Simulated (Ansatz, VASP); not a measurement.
# One calculation of Pd, two programs

```
CELL_PARAMETERS angstrom
0.00000 1.97049 1.97049
1.97049 0.00000 1.97049
1.97049 1.97049 0.00000
ATOMIC_POSITIONS crystal
Pd 0.00000 0.00000 0.00000
```

Change from the starting cell: volume scaled by 1.04.

Alike in both runs: task single point; functional PBE; k mesh 18 × 18 × 18; occupations fermi-dirac, width 0.05 eV; no spin polarisation.

```csv
,VASP,Ansatz
version,VASP 6.6.1,Ansatz 0.2.0
potentials or method,"VASP PAW PBE potentials, release 64 (Pd), cutoff 520 eV","all-electron LAPW, scalar-relativistic"
```

|  | VASP | Ansatz | Ansatz less VASP |
| --- | --- | --- | --- |
| pressure (GPa) | -0.1 | 0.1 | +0.19 |

Ansatz ran all-electron here, and VASP with PAW potentials.
